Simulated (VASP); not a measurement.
# W in VASP: notebook

Runs on W. Level: LDA. Tasks: single point.

All numbers are computed with VASP 6.6.1; they aren't measurements. Logs are shortened: lines on timing, memory, paths and dates and some standing lists are left out, and cuts for length are marked.

## 1. The cell of the first run

Symmetry: C2/m, No. 12, monoclinic system. The conventional cell has a = 3.973 Å, b = 3.973 Å, c = 3.973 Å, α = 90.00°, β = 90.00°, γ = 90.00°. W (site symmetry m) has 12 W at 2.66 to 2.96 Å within 3.5 Å.

## 2. Single point, LDA (atoms displaced along a vibrational mode)

File INCAR:

```
PREC = Accurate ; ENCUT = 500
EDIFF = 1E-6 ; ISMEAR = 0
SIGMA = 0.15 ; LREAL = False
LASPH = True ; NELM = 120
ALGO = Normal ; ISIF = 2
LWAVE = False ; LCHARG = False
GGA = CA ; NBANDS = 21
GGA_COMPAT = False
```

File KPOINTS:

```
Automatic mesh
0
Gamma
  16 16 12
```

File POSCAR:

```
W
1.0
    0.0000000000     -1.9864787844     -1.9864787844
    0.0000000000      1.9864787844     -1.9864787844
    3.9729575688      0.0000000000      0.0000000000
W
2
Direct
    0.5101687469      0.4898312531      0.4828842874
   -0.0101687469      0.0101687469      0.0171157126
```

Potentials or basis: VASP PAW LDA potentials, release 64 (W_sv).

Launch:

```sh
$ cat potpaw_LDA.64/W_sv/POTCAR > POTCAR
$ mpirun -np 1 vasp_std > vasp.out
```

OUTCAR:

```text
PREC = Accurate
   ENCUT = 500
   EDIFF = 1E-6
   ISMEAR = 0
   LREAL = False
   LASPH = True
   NELM = 120
   ISIF = 2
   GGA = CA

 ion  position               nearest neighbor table
   1  0.510  0.490  0.483-   2 2.66   2 2.72   2 2.72   2 2.77   2 2.85   2 2.91   2 2.91   2 2.96

   2  0.990  0.010  0.017-   1 2.66   1 2.72   1 2.72   1 2.77   1 2.85   1 2.91   1 2.91   1 2.96

  LATTYP: Found a simple tetragonal cell.
 ALAT       =     2.8093052383
 C/A-ratio  =     1.4142135624

  Lattice vectors:

 A1 = (   0.0000000000,  -1.9864787844,  -1.9864787844)
 A2 = (   0.0000000000,   1.9864787844,  -1.9864787844)
 A3 = (   3.9729575688,   0.0000000000,   0.0000000000)

Analysis of symmetry for initial positions (statically):
=====================================================================
 Subroutine PRICEL returns:
 Original cell was already a primitive cell.

 Routine SETGRP: Setting up the symmetry group for a
 simple tetragonal supercell.

 Subroutine GETGRP returns: Found  4 space group operations
 (whereof  2 operations were pure point group operations)
 out of a pool of 16 trial point group operations.

The static configuration has the point symmetry C_1h.
 The point group associated with its full space group is C_2h.

Analysis of symmetry for dynamics (positions and initial velocities):
=====================================================================
 Subroutine PRICEL returns:
 Original cell was already a primitive cell.

 Routine SETGRP: Setting up the symmetry group for a
 simple tetragonal supercell.

 Subroutine GETGRP returns: Found  4 space group operations
 (whereof  2 operations were pure point group operations)
 out of a pool of 16 trial point group operations.

The dynamic configuration has the point symmetry C_1h.
 The point group associated with its full space group is C_2h.

 Subroutine INISYM returns: Found  4 space group operations
 (whereof  2 operations are pure point group operations),
 and found     1 'primitive' translations

----------------------------------------------------------------------------------------

                                     Primitive cell

  volume of cell :      31.3554

  direct lattice vectors                    reciprocal lattice vectors
     0.000000000 -1.986478784 -1.986478784     0.000000000 -0.251701656 -0.251701656
     0.000000000  1.986478784 -1.986478784     0.000000000  0.251701656 -0.251701656
[... 83 lines left out ...]
   ENCUT  =  500.0 eV  36.75 Ry    6.06 a.u.   5.12  5.12  7.24*2*pi/ulx,y,z
   NELM   =    120;   NELMIN=  2; NELMDL= -5     # of ELM steps
   EDIFF  = 0.1E-05   stopping-criterion for ELM
   LREAL  =      F    real-space projection
   EDIFFG = 0.1E-04   stopping-criterion for IOM
   NSW    =      0    number of steps for IOM
   IBRION =     -1    ionic relax: 0-MD 1-quasi-New 2-CG
   NFREE  =      0    steps in history (QN), initial steepest desc. (CG)
   ISIF   =      2    stress and relaxation
   ISYM   =      2    0-nonsym 1-usesym 2-fastsym
   POTIM  = 0.5000    time-step for ionic-motion
   TEBEG  =    0.0;   TEEND  =   0.0 temperature during run
   PSTRESS=    0.0 pullay stress
   NELECT =      28.0000    total number of electrons
   NUPDOWN=      -1.0000    fix difference up-down
   EMIN   =  10.00;   EMAX   =-10.00  energy-range for DOS
   EFERMI =   0.00;   METHOD = LEGACY
   ISMEAR =     0;   SIGMA  =   0.15  broadening in eV -4-tet -1-fermi 0-gaus
   EFERMI_NEDOS =   21; number of points for ismear=-14 and -15
   IALGO  =     38    algorithm
   IMIX   =      4    mixing-type and parameters
     AMIX     =   0.40;   BMIX     =  1.00
     AMIX_MAG =   1.60;   BMIX_MAG =  1.00
  volume/ion in A,a.u.               =      15.68       105.80
  Fermi-wavevector in a.u.,A,eV,Ry     =   1.576486  2.979127 33.814690  2.485310
  Thomas-Fermi vector in A             =   2.677312
   LORBIT       =      0    0 simple, 1 ext, 2 COOP (PROOUT), +10 PAW based schemes
   GGA     = CA    functional components
   LHFCALC =     F    Hartree Fock is set to
   AEXX    =    0.0000 exact exchange contribution
   IVDW    =     0    specifies the selected vdW correction
   LEPSILON=     F    determine dielectric tensor
   LRPA    =     F    only Hartree local field effects (RPA)
 non-spin polarized calculation
 Gauss-broadening in eV      SIGMA  =   0.15
  energy-cutoff  :      500.00
  volume of cell :       31.36
 maximum number of plane-waves:       830
   NGX = 11   NGY = 11   NGZ = 15

 number of electron      28.0000004 magnetization

 Free energy of the ion-electron system (eV)
  ---------------------------------------------------
  ext. energy  EPLUGINS =         0.00000000
  ---------------------------------------------------
  free energy    TOTEN  =       -27.07899948 eV

  energy without entropy =      -27.05444667  energy(sigma->0) =      -27.06672307

 E-fermi :  11.0418     XC(G=0): -13.8669

 val. band max:       11.0400072154   @ k =   0.1250  -0.1875   0.0833
 cond. band min:      11.0451614636   @ k =  -0.1250   0.1875   0.0833
 fundamental gap:      0.0051542482
 Fermi energy:        11.0418428506

 k-point     1 :       0.0000    0.0000    0.0000
  band No.  band energies     occupation
      1     -62.1346      2.00000
      2     -61.9361      2.00000
      3     -27.2344      2.00000
      4     -26.4597      2.00000
      5     -26.4559      2.00000
      6     -25.9453      2.00000
[... 565 lines left out ...]
     20      18.2606      0.00000
     21      23.6070      0.00000

 [... further k-points ...]

------------------------ aborting loop because EDIFF is reached ----------------------------------------

  FORCE on cell =-STRESS in cart. coord.  units (eV):
  Direction    XX          YY          ZZ          XY          YZ          ZX
  --------------------------------------------------------------------------------------
  -------------------------------------------------------------------------------------
  Total       -0.1906575      1.3590638      1.5509491     -0.4216077      0.0000000      0.0000000
  in kB       -9.7421047     69.4446271     79.2494657    -21.5430585      0.0000000      0.0000000
  external PRESSURE =      46.3173294 kB  Pullay stress =       0.0000000 kB

 VOLUME and BASIS-vectors are now :
 -----------------------------------------------------------------------------
  energy-cutoff  :      500.00
  volume of cell :       31.36
      direct lattice vectors                 reciprocal lattice vectors
     0.000000000 -1.986478784 -1.986478784     0.000000000 -0.251701656 -0.251701656
     0.000000000  1.986478784 -1.986478784     0.000000000  0.251701656 -0.251701656
     3.972957569  0.000000000  0.000000000     0.251701656  0.000000000  0.000000000

 POSITION                                       TOTAL-FORCE (eV/Angst)
 -----------------------------------------------------------------------------------
      1.91848     -0.04040     -1.98648         2.039073      0.231073      0.000000
      0.06800     -1.94608     -1.98648        -2.039073     -0.231073      0.000000
 -----------------------------------------------------------------------------------
    total drift:                                0.000000     -0.000000     -0.000000

  FREE ENERGIE OF THE ION-ELECTRON SYSTEM (eV)
  ---------------------------------------------------
  free  energy   TOTEN  =       -27.0789994760 eV

  energy  without entropy=      -27.0544466655  energy(sigma->0) =      -27.06672307
```

OSZICAR:

```text
N       E                     dE             d eps       ncg     rms          rms(c)
DAV:   1     0.264004164674E+03    0.26400E+03   -0.15427E+04 34793   0.151E+03
DAV:   2    -0.194943156764E+02   -0.28350E+03   -0.27612E+03 37652   0.452E+02
DAV:   3    -0.282335914054E+02   -0.87393E+01   -0.85575E+01 39715   0.782E+01
DAV:   4    -0.283180198337E+02   -0.84428E-01   -0.84264E-01 37557   0.807E+00
DAV:   5    -0.283188328547E+02   -0.81302E-03   -0.81300E-03 39687   0.830E-01    0.299E+01
DAV:   6    -0.273380363619E+02    0.98080E+00   -0.11413E+00 38335   0.100E+01    0.121E+01
DAV:   7    -0.270889096889E+02    0.24913E+00   -0.57666E-01 39246   0.644E+00    0.574E-01
DAV:   8    -0.270791117569E+02    0.97979E-02   -0.13715E-02 36607   0.132E+00    0.866E-02
DAV:   9    -0.270789902561E+02    0.12150E-03   -0.29194E-04 40410   0.147E-01    0.477E-02
DAV:  10    -0.270789992428E+02   -0.89867E-05   -0.20586E-05 39630   0.540E-02    0.621E-03
DAV:  11    -0.270789994760E+02   -0.23320E-06   -0.23988E-06 31959   0.164E-02
   1 F= -.27078999E+02 E0= -.27066723E+02  d E =-.245528E-01
```

stdout:

```text
POSCAR found type information on POSCAR W
 POSCAR found :  1 types and       2 ions
 scaLAPACK will be used
 LDA part: xc-table for (Slater(with rela. corr.)+CA(PZ))
 , standard interpolation
 POSCAR, INCAR and KPOINTS ok, starting setup
 FFT: planning ... GRIDC
 FFT: planning ... GRID_SOFT
 FFT: planning ... GRID
 WAVECAR not read
 entering main loop
```

Run time: 4.5 min. Hardware: 1 thread of Intel Xeon Platinum 8259CL at 2.50GHz (Skylake/Cascade Lake), shared host; peak memory 0.46 GiB.

Results:

* Free energy: -27.0790 eV
* Pressure: 4.6 GPa
* Largest force: 2.052 eV/Å
* Band gap on the k mesh: zero (bands 14 and 15 overlap by 3.93 eV)

Forces in eV/Å, atoms in the order of the input:
```
W    2.039  0.231  0.000
W   -2.039 -0.231  0.000
```

Stress tensor (GPa, compression positive):
```
-0.97 -2.15  0.00
-2.15  6.94  0.00
 0.00  0.00  7.92
```

Caveat: the cell differs from its parent crystal (atoms displaced along a vibrational mode); the cell stands under pressure; spin-orbit coupling is left out, which moves the levels of the heavy elements; forces of over 1 eV/Å act on the atoms, so gaps and moduli don't describe the material at rest.

(Part 1 of 2 ends here.)
